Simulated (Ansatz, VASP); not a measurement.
**BaTiO3: VASP beside Ansatz**

```xyz
5
Lattice="4.0524 0.0000 0.0000 0.0000 4.0524 0.0000 0.0000 0.0000 4.0709" Properties=species:S:1:pos:R:3 pbc="T T T"
Ba    0.0000    0.0000    0.0000
Ti    2.0262    2.0262    2.0354
O     2.0262    2.0262    0.0000
O     2.0262    0.0000    2.0354
O     0.0000    2.0262    2.0354
```

Change from the starting cell: volume scaled by 1.04, PAW files.

Alike in both runs: task electric field gradients; functional PBE; k mesh 7 × 7 × 7; occupations fermi-dirac, width 0.03 eV; no spin polarisation.

|  | VASP | Ansatz |
| --- | --- | --- |
| version | VASP 6.6.1 | Ansatz 0.2.0 |
| potentials or method | VASP PAW PBE potentials, release 64 (Ba_sv, Ti_sv, O) | PAW with Ansatz's default frozen-core files, scalar-relativistic |
| plane-wave cutoff (eV) | 520 | 420 |
| valence electrons in the cell | 40 | 40 |

|  | VASP | Ansatz | Ansatz less VASP |
| --- | --- | --- | --- |
| gap on the k mesh at the Fermi level (eV) | 1.72 | 1.78 | +0.060 |
| pressure (GPa) | -2.9 | -4.5 | -1.54 |
| traceless stress, the component that is largest in VASP (GPa) | -0.48 | -0.46 | +0.019 |
| size of Vzz on the site where it differs most (V/Å²) | 27.8 | 28.6 | +0.86 |

Spin-orbit coupling is off throughout.
